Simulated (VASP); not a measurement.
SnO2, 6 atoms in the cell. It takes space group I4_1/amd (No. 141, tetragonal). Conventional cell: a = 3.973 Å, b = 3.973 Å, c = 10.179 Å, α = 90.00°, β = 90.00°, γ = 90.00°. Within 2.7 Å of Sn (site symmetry -4m2) lie 6 O at 2.04 to 2.07 Å. Within 2.7 Å of O (site symmetry 2mm) lie 3 Sn at 2.04 to 2.07 Å and 2 O at 2.55 Å. 

* Program: VASP 6.6.1
* Task: single point
* Functional: PBEsol
* Potentials or basis: VASP PAW PBE potentials, release 64 (Sn_d, O)
* Cutoff: 520 eV
* k mesh: 9 × 9 × 9
* Occupations: fermi-dirac, width 0.05 eV
* Spin: no spin polarisation
* Dipole correction: no
* Further INCAR settings: ALGO = Normal; EDIFF = 1e-06; NBANDS = 35

Potentials or basis: VASP PAW PBE potentials, release 64 (Sn_d, O).

The run is started by

```bash
$ cat potpaw_PBE.64/Sn_d/POTCAR potpaw_PBE.64/O/POTCAR > POTCAR
$ mpirun -np 1 vasp_std > vasp.out
```

Hardware: 1 thread of Intel(R) Xeon(R) Platinum 8488C (Sapphire Rapids), on a shared host.

Task: How long does it take, and how much memory?

Result: It took 3.9 min on 1 thread of Intel(R) Xeon(R) Platinum 8488C (Sapphire Rapids), on a shared host, peak memory 0.41 GiB. Counts: scf iterations 14, k points 75.
